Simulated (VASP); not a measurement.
# Rh (Fm-3m) in VASP: notebook

Runs on Rh. Level: LDA. Tasks: single point.

Everything below comes from runs of VASP 6.6.1. Logs are shortened: lines on timing, memory, paths and dates and some standing lists are left out, and cuts for length are marked.

## 1. The cell of the first run

Symmetry: Fm-3m, No. 225, cubic system. The conventional cell has a = 3.755 Å, b = 3.755 Å, c = 3.755 Å, α = 90.00°, β = 90.00°, γ = 90.00°. Rh (site symmetry m-3m) has 12 Rh at 2.66 Å within 3.5 Å.

## 2. Single point, LDA

Contents of INCAR:

```
PREC     = Accurate       # precision mode
ENCUT    = 530            # plane-wave cutoff, eV
EDIFF    = 1E-6           # SCF threshold, eV
ISMEAR   = -1             # smearing method
SIGMA    = 0.1            # smearing width, eV
LREAL    = False          # projectors in reciprocal space
LASPH    = True           # aspherical terms in the spheres
NELM     = 120            # most SCF steps
ALGO     = Normal         # electronic algorithm
ISIF     = 2              # what is computed and relaxed
LWAVE    = False          # write WAVECAR
LCHARG   = True           # write CHGCAR
GGA      = CA             # functional
LELF     = True           # ELF
LVHAR    = True         
NBANDS   = 14             # bands
GGA_COMPAT= False
```

Contents of KPOINTS:

```
Automatic mesh
0
Gamma
  5 5 5
```

Contents of POSCAR:

```
Rh
1.0
    0.0000000000      1.8776226225      1.8776226225
    1.8776226225      0.0000000000      1.8776226225
    1.8776226225      1.8776226225      0.0000000000
Rh
1
Direct
    0.0000000000      0.0000000000      0.0000000000
```

Potentials or basis: VASP PAW LDA potentials, release 64 (Rh_sv_GW).

Command:

```bash
$ cat potpaw_LDA.64/Rh_sv_GW/POTCAR > POTCAR
$ mpirun -np 1 vasp_std > vasp.out
```

OUTCAR:

```text
PREC = Accurate
   ENCUT = 530
   EDIFF = 1E-6
   ISMEAR = -1
   LREAL = False
   LASPH = True
   NELM = 120
   ISIF = 2
   GGA = CA

 ion  position               nearest neighbor table
   1  0.000  0.000  0.000-

  LATTYP: Found a face centered cubic cell.
 ALAT       =     3.7552452450

  Lattice vectors:

 A1 = (   0.0000000000,   1.8776226225,   1.8776226225)
 A2 = (   1.8776226225,   0.0000000000,   1.8776226225)
 A3 = (   1.8776226225,   1.8776226225,   0.0000000000)

Analysis of symmetry for initial positions (statically):
=====================================================================
 Subroutine PRICEL returns:
 Original cell was already a primitive cell.

 Routine SETGRP: Setting up the symmetry group for a
 face centered cubic supercell.

 Subroutine GETGRP returns: Found 48 space group operations
[... 9 lines left out ...]

 Routine SETGRP: Setting up the symmetry group for a
 face centered cubic supercell.

 Subroutine GETGRP returns: Found 48 space group operations
[... 11 lines left out ...]
                                     Primitive cell

  volume of cell :      13.2390

  direct lattice vectors                    reciprocal lattice vectors
     0.000000000  1.877622622  1.877622622    -0.266294192  0.266294192  0.266294192
     1.877622622  0.000000000  1.877622622     0.266294192 -0.266294192  0.266294192
     1.877622622  1.877622622  0.000000000     0.266294192  0.266294192 -0.266294192

  length of vectors
     2.655359378  2.655359378  2.655359378     0.461235071  0.461235071  0.461235071

  position of ions in fractional coordinates (direct lattice)
     0.000000000  0.000000000  0.000000000

  ion indices of the primitive-cell ions
   primitive index   ion index
                 1           1

----------------------------------------------------------------------------------------

 KPOINTS: Automatic mesh

Automatic generation of k-mesh.
 Grid dimensions read from file:
 generate k-points for:    5    5    5

 Generating k-lattice:

  Cartesian coordinates                     Fractional coordinates (reciprocal lattice)
    -0.053258838  0.053258838  0.053258838     0.200000000  0.000000000  0.000000000
     0.053258838 -0.053258838  0.053258838     0.000000000  0.200000000  0.000000000
     0.053258838  0.053258838 -0.053258838     0.000000000  0.000000000  0.200000000

  Length of vectors
     0.092247014  0.092247014  0.092247014

[... 40 lines left out ...]
   EDIFFG = 0.1E-04   stopping-criterion for IOM
   NSW    =      0    number of steps for IOM
   IBRION =     -1    ionic relax: 0-MD 1-quasi-New 2-CG
   NFREE  =      0    steps in history (QN), initial steepest desc. (CG)
   ISIF   =      2    stress and relaxation
   ISYM   =      2    0-nonsym 1-usesym 2-fastsym
   POTIM  = 0.5000    time-step for ionic-motion
   TEBEG  =    0.0;   TEEND  =   0.0 temperature during run
   PSTRESS=    0.0 pullay stress
   NELECT =      17.0000    total number of electrons
   NUPDOWN=      -1.0000    fix difference up-down
   EMIN   =  10.00;   EMAX   =-10.00  energy-range for DOS
   EFERMI =   0.00;   METHOD = LEGACY
   ISMEAR =    -1;   SIGMA  =   0.10  broadening in eV -4-tet -1-fermi 0-gaus
   EFERMI_NEDOS =   21; number of points for ismear=-14 and -15
   IALGO  =     38    algorithm
   IMIX   =      4    mixing-type and parameters
     AMIX     =   0.40;   BMIX     =  1.00
     AMIX_MAG =   1.60;   BMIX_MAG =  1.00
  volume/ion in A,a.u.               =      13.24        89.34
  Fermi-wavevector in a.u.,A,eV,Ry     =   1.779397  3.362573 43.079492  3.166253
  Thomas-Fermi vector in A             =   2.844398
   LORBIT       =      0    0 simple, 1 ext, 2 COOP (PROOUT), +10 PAW based schemes
   GGA     = CA    functional components
   LHFCALC =     F    Hartree Fock is set to
   AEXX    =    0.0000 exact exchange contribution
   IVDW    =     0    specifies the selected vdW correction
   LEPSILON=     F    determine dielectric tensor
   LRPA    =     F    only Hartree local field effects (RPA)
 non-spin polarized calculation
  energy-cutoff  :      530.00
  volume of cell :       13.24
 maximum number of plane-waves:       377
   NGX =  9   NGY =  9   NGZ =  9

 number of electron      16.9999996 magnetization

 Free energy of the ion-electron system (eV)
  ---------------------------------------------------
  ext. energy  EPLUGINS =         0.00000000
  ---------------------------------------------------
  free energy    TOTEN  =        -7.70579862 eV

  energy without entropy =       -7.62398323  energy(sigma->0) =       -7.66489093

 E-fermi :  11.5387     XC(G=0): -14.6640

 val. band max:       11.4518494125   @ k =  -0.4000   0.2000   0.0000
 cond. band min:      11.5598956013   @ k =   0.4000   0.0000   0.0000
 fundamental gap:      0.1080461888
 Fermi energy:        11.5386606156

 k-point     1 :       0.0000    0.0000    0.0000
  band No.  band energies     occupation
      1     -67.2589      2.00000
      2     -34.9057      2.00000
      3     -34.9057      2.00000
      4     -34.9057      2.00000
      5       2.9542      2.00000
      6       7.9831      2.00000
      7       7.9831      2.00000
      8       7.9831      2.00000
      9      10.2580      1.99999
     10      10.2580      1.99999
     11      26.9482      0.00000
     12      32.4686      0.00000
     13      32.4686      0.00000
     14      32.4686      0.00000
[... 139 lines left out ...]
      1     -67.0879      2.00000
      2     -35.5538      2.00000
      3     -35.3569      2.00000
      4     -35.1668      2.00000
      5       6.1261      2.00000
      6       6.5291      2.00000
      7       7.7042      2.00000
      8      10.3052      1.99999
      9      11.6944      0.34817
     10      17.2965      0.00000
     11      23.4321      0.00000
     12      23.7283      0.00000
     13      26.5591      0.00000
     14      35.9062      0.00000

------------------------ aborting loop because EDIFF is reached ----------------------------------------

  FORCE on cell =-STRESS in cart. coord.  units (eV):
  Direction    XX          YY          ZZ          XY          YZ          ZX
  --------------------------------------------------------------------------------------
  -------------------------------------------------------------------------------------
  Total        0.1047639      0.1047639      0.1047639      0.0000000      0.0000000     -0.0000000
  in kB       12.6784881     12.6784881     12.6784881      0.0000000      0.0000000     -0.0000000
  external PRESSURE =      12.6784881 kB  Pullay stress =       0.0000000 kB

 VOLUME and BASIS-vectors are now :
 -----------------------------------------------------------------------------
  energy-cutoff  :      530.00
  volume of cell :       13.24
      direct lattice vectors                 reciprocal lattice vectors
     0.000000000  1.877622622  1.877622622    -0.266294192  0.266294192  0.266294192
     1.877622622  0.000000000  1.877622622     0.266294192 -0.266294192  0.266294192
     1.877622622  1.877622622  0.000000000     0.266294192  0.266294192 -0.266294192

 POSITION                                       TOTAL-FORCE (eV/Angst)
 -----------------------------------------------------------------------------------
      0.00000      0.00000      0.00000         0.000000     -0.000000     -0.000000
 -----------------------------------------------------------------------------------
    total drift:                                0.000000     -0.000000     -0.000000

  FREE ENERGIE OF THE ION-ELECTRON SYSTEM (eV)
  ---------------------------------------------------
  free  energy   TOTEN  =        -7.7057986206 eV

  energy  without entropy=       -7.6239832341  energy(sigma->0) =       -7.66489093
```

Run time: 2.7 s. Hardware: 1 thread of Intel Xeon Platinum 8375C at 2.90GHz (Ice Lake), shared host; peak memory 0.12 GiB.

What came out:

| Quantity | Value |
| --- | --- |
| Free energy | -7.7058 eV |
| Pressure | 1.3 GPa |

Caveat: the k points lie up to 0.58 Å⁻¹ apart.

## 3. Single point, LDA

Contents of INCAR:

```
SYSTEM = Rh
PREC = Accurate ; ENCUT = 530
EDIFF = 1E-6 ; ISMEAR = 0
SIGMA = 1.0 ; LREAL = .FALSE.
LASPH = .TRUE. ; NELM = 120
ALGO = Normal ; ISIF = 2
LWAVE = .FALSE. ; LCHARG = .FALSE.
NBANDS = 14 ; GGA_COMPAT = .FALSE.
```

Contents of KPOINTS:

```
regular mesh
0
G
  14 14 14
  0 0 0
```

POSCAR is that of step 2.

Potentials or basis: VASP PAW LDA potentials, release 64 (Rh_sv_GW).

Command:

```bash
$ cat potpaw_LDA.64/Rh_sv_GW/POTCAR > POTCAR
$ mpirun -np 1 vasp_std > vasp.out
```

OUTCAR:

```text
SYSTEM = Rh
   PREC = Accurate
   ENCUT = 530
   EDIFF = 1E-6
   ISMEAR = 0
   LREAL = .FALSE.
   LASPH = .TRUE.
   NELM = 120
   ISIF = 2

 ion  position               nearest neighbor table
   1  0.000  0.000  0.000-

  LATTYP: Found a face centered cubic cell.
 ALAT       =     3.7552452450

  Lattice vectors:

 A1 = (   0.0000000000,   1.8776226225,   1.8776226225)
 A2 = (   1.8776226225,   0.0000000000,   1.8776226225)
 A3 = (   1.8776226225,   1.8776226225,   0.0000000000)

Analysis of symmetry for initial positions (statically):
[... 577 lines left out ...]
      7       8.3637      1.99995
      8       8.9677      1.99870
      9      10.3040      1.81558
     10      11.0202      1.24679
     11      27.4106      0.00000
     12      29.6781      0.00000
     13      32.1469      0.00000
     14      33.2406      0.00000

 [... further k-points ...]
[... 5 lines left out ...]
  --------------------------------------------------------------------------------------
  -------------------------------------------------------------------------------------
  Total        0.3134693      0.3134693      0.3134693     -0.0000000     -0.0000000     -0.0000000
  in kB       37.9359234     37.9359234     37.9359234     -0.0000000     -0.0000000     -0.0000000
  external PRESSURE =      37.9359234 kB  Pullay stress =       0.0000000 kB

 VOLUME and BASIS-vectors are now :
 -----------------------------------------------------------------------------
  energy-cutoff  :      530.00
  volume of cell :       13.24
      direct lattice vectors                 reciprocal lattice vectors
     0.000000000  1.877622622  1.877622622    -0.266294192  0.266294192  0.266294192
     1.877622622  0.000000000  1.877622622     0.266294192 -0.266294192  0.266294192
     1.877622622  1.877622622  0.000000000     0.266294192  0.266294192 -0.266294192

 POSITION                                       TOTAL-FORCE (eV/Angst)
 -----------------------------------------------------------------------------------
      0.00000      0.00000      0.00000         0.000000      0.000000      0.000000
 -----------------------------------------------------------------------------------
    total drift:                                0.000000     -0.000000      0.000000

  FREE ENERGIE OF THE ION-ELECTRON SYSTEM (eV)
  ---------------------------------------------------
  free  energy   TOTEN  =        -8.1440868490 eV

  energy  without entropy=       -7.5208770504  energy(sigma->0) =       -7.83248195
```

stdout:

```text
POSCAR found type information on POSCAR Rh
 POSCAR found :  1 types and       1 ions
 scaLAPACK will be used
 LDA part: xc-table for (Slater(with rela. corr.)+CA(PZ))
 , standard interpolation
 POSCAR, INCAR and KPOINTS ok, starting setup
 FFT: planning ... GRIDC
 FFT: planning ... GRID_SOFT
 FFT: planning ... GRID
 WAVECAR not read
 entering main loop
```

Wall time 8.9 s (1 thread of Intel Xeon 6975P-C (Granite Rapids), shared host); peak memory 0.13 GiB.

What came out:

```
Free energy : -8.1441 eV
Pressure    : 3.8 GPa
```

Levels at points of the mesh, in eV from the Fermi level:
```
           k point  band 5  band 6  band 7  band 8  band 9  band 10  band 11  band 12
(0.00, 0.00, 0.00)   -8.29   -3.24   -3.24   -3.24   -1.00    -1.00    15.73    21.21
(0.50, 0.00, 0.00)   -6.46   -3.33   -3.33    0.67    0.68     0.68     9.03    15.29
(0.50, 0.50, 0.00)   -6.69   -6.29    0.65    1.13    1.13     3.28    12.76    13.39
```

## 4. Single point, LDA

Contents of INCAR:

```
SYSTEM = Rh
ALGO = Normal ; EDIFF = 1E-6
ENCUT = 530 ; GGA = CA
GGA_COMPAT = .False. ; ISIF = 2
ISMEAR = -1 ; LASPH = .True.
LCHARG = .True. ; LELF = .True.
LREAL = .False. ; LVHAR = .True.
LWAVE = .False. ; NBANDS = 14
NELM = 120 ; PREC = Accurate
SIGMA = 0.6
```

Contents of KPOINTS:

```
k-points
0
Gamma
  14 14 14
  0 0 0
```

POSCAR is that of step 3.

Command:

```bash
$ cat potpaw_LDA.64/Rh_sv_GW/POTCAR > POTCAR
$ mpirun -np 1 vasp_std > vasp.out
```

It took 16 s on 1 thread of Intel Xeon Platinum 8259CL at 2.50GHz (Skylake/Cascade Lake), shared host; peak memory 0.14 GiB.

The run converged. Its results:

| Item | Value |
| --- | --- |
| Free energy | -8.5370 eV |
| Pressure | 9.6 GPa |

Levels at points of the mesh, in eV from the Fermi level:
```csv
k point,band 5,band 6,band 7,band 8,band 9,band 10,band 11,band 12
"(0.00, 0.00, 0.00)",-8.37,-3.30,-3.30,-3.30,-1.06,-1.06,15.65,21.13
"(0.50, 0.00, 0.00)",-6.52,-3.39,-3.39,0.58,0.63,0.63,8.97,15.21
"(0.50, 0.50, 0.00)",-6.76,-6.36,0.60,1.08,1.08,3.20,12.69,13.31
```

## 5. Single point, LDA

Contents of INCAR:

```
SYSTEM = Rh
PREC     = Accurate       ! precision mode
ENCUT    = 530            ! plane-wave cutoff, eV
EDIFF    = 1E-6           ! SCF threshold, eV
ISMEAR   = -1             ! smearing method
SIGMA    = 0.1            ! smearing width, eV
LREAL    = .False.        ! projectors in reciprocal space
LASPH    = .True.         ! aspherical terms in the spheres
NELM     = 120            ! most SCF steps
ALGO     = Normal         ! electronic algorithm
ISIF     = 2              ! what is computed and relaxed
LWAVE    = .False.        ! write WAVECAR
LCHARG   = .True.         ! write CHGCAR
LELF     = .True.         ! ELF
LVHAR    = .True.       
NBANDS   = 14             ! bands
GGA_COMPAT= .False.
```

Contents of KPOINTS:

```
regular mesh
0
Gamma
  14 14 14
  0 0 0
```

POSCAR is that of step 4.

Command:

```bash
$ cat potpaw_LDA.64/Rh_sv_GW/POTCAR > POTCAR
$ mpirun -np 1 vasp_std > vasp.out
```

Run time: 11 s. Hardware: 1 thread of AMD EPYC 9R45 (Zen 5), shared host; peak memory 0.11 GiB.

Results (log left out):

```yaml
Free_energy: -7.8448 eV
Pressure: -2.0 GPa
```

Levels at points of the mesh, in eV from the Fermi level:
| k point | band 4 | band 5 | band 6 | band 7 | band 8 | band 9 | band 10 | band 11 | band 12 | band 13 |
| --- | --- | --- | --- | --- | --- | --- | --- | --- | --- | --- |
| (0.00, 0.00, 0.00) | -46.20 | -8.30 | -3.29 | -3.29 | -3.29 | -1.03 | -1.03 | 15.71 | 21.21 | 21.21 |
| (0.50, 0.00, 0.00) | -46.32 | -6.49 | -3.36 | -3.36 | 0.64 | 0.64 | 0.66 | 9.00 | 15.29 | 21.20 |
| (0.50, 0.50, 0.00) | -46.51 | -6.71 | -6.33 | 0.62 | 1.08 | 1.08 | 3.26 | 12.74 | 13.38 | 13.38 |

## 6. Single point, LDA

Contents of INCAR:

```
SYSTEM = Rh
PREC = Accurate
ENCUT = 530
EDIFF = 1E-6
ISMEAR = -1
SIGMA = 0.1
LREAL = .FALSE.
LASPH = .TRUE.
NELM = 120
ALGO = Normal
ISIF = 2
LWAVE = .FALSE.
LCHARG = .FALSE.
GGA = CA
NBANDS = 14
GGA_COMPAT = .FALSE.
```

Contents of KPOINTS:

```
regular mesh
0
G
  14 14 14
  0 0 0
```

POSCAR is that of step 5.

Potentials or basis: VASP PAW LDA potentials, release 64 (Rh_sv_GW).

Command:

```bash
$ cat potpaw_LDA.64/Rh_sv_GW/POTCAR > POTCAR
$ mpirun -np 1 vasp_std > vasp.out
```

It took 13 s on 1 thread of Intel Xeon Platinum 8488C (Sapphire Rapids), shared host; peak memory 0.14 GiB.

Results (log left out):

- Free energy: -7.8448 eV
- Pressure: -2.0 GPa

Levels at points of the mesh, in eV from the Fermi level:
| k point | band 6 | band 7 | band 8 | band 9 | band 10 | band 11 |
| --- | --- | --- | --- | --- | --- | --- |
| (0.00, 0.00, 0.00) | -3.29 | -3.29 | -3.29 | -1.03 | -1.03 | 15.71 |
| (0.50, 0.00, 0.00) | -3.36 | -3.36 | 0.64 | 0.64 | 0.66 | 9.00 |
| (0.50, 0.50, 0.00) | -6.33 | 0.62 | 1.08 | 1.08 | 3.26 | 12.74 |

## 7. Summary

| k mesh | smearing | gap on the mesh (eV) | pressure (GPa) |
| --- | --- | --- | --- |
| 5 × 5 × 5 | fermi-dirac 0.1 eV | none | 1.3 |
| 14 × 14 × 14 | gaussian 1 eV | none | 3.8 |
| 14 × 14 × 14 | fermi-dirac 0.6 eV | none | 9.6 |
| 14 × 14 × 14 | fermi-dirac 0.1 eV | none | -2.0 |

Alike in all rows: task single point; level LDA; potentials or basis VASP PAW LDA potentials, release 64 (Rh_sv_GW); no spin polarisation; cell as given; cutoff (eV) 530.

Caveats: some runs use coarse meshes.

Total energies depend on the potentials used, so only differences within one code and one set of settings carry meaning.
